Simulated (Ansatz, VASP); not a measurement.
Y in VASP and in Ansatz

```
Y
1.0
     3.65150    0.06390    0.00000
    -1.77041    3.13034    0.00000
     0.00000    0.00000    5.74740
Y
2
Direct
  0.33333 0.66667 0.25000
  0.66667 0.33333 0.75000
```

Change from the starting cell: strain +0.0350 x Voigt [0, 0, 0, 0, 0, 1], atoms carried along.

Alike in both runs: task single point; functional PBEsol; k mesh 18 × 18 × 8; occupations gaussian, width 0.15 eV; no spin polarisation.

|  | VASP | Ansatz |
| --- | --- | --- |
| version | VASP 6.6.1 | Ansatz 0.2.0 |
| potentials or method | VASP PAW PBE potentials, release 64 (Y_sv), cutoff 520 eV | scalar-relativistic, plane waves, PAW |
| valence electrons in the cell | 22 | 22 |

```tsv
	VASP	Ansatz	Ansatz less VASP
gap on the k mesh at the Fermi level (eV)	none	none	-
pressure (GPa)	-2.3	-2.2	+0.10
traceless stress, the component that is largest in VASP (GPa)	-0.98	-0.98	-0.002
rms of the force components (eV/Å)	0.025	0.026	+0.0002
```

VASP's potentials were made for PBE, not for PBEsol. Atom by atom the forces differ by 0.000 eV/Å (rms over components). A gap of «none» marks a metal or a gap that the smearing closes. With one functional, cell and mesh, what is left measures potentials, basis and numerics.
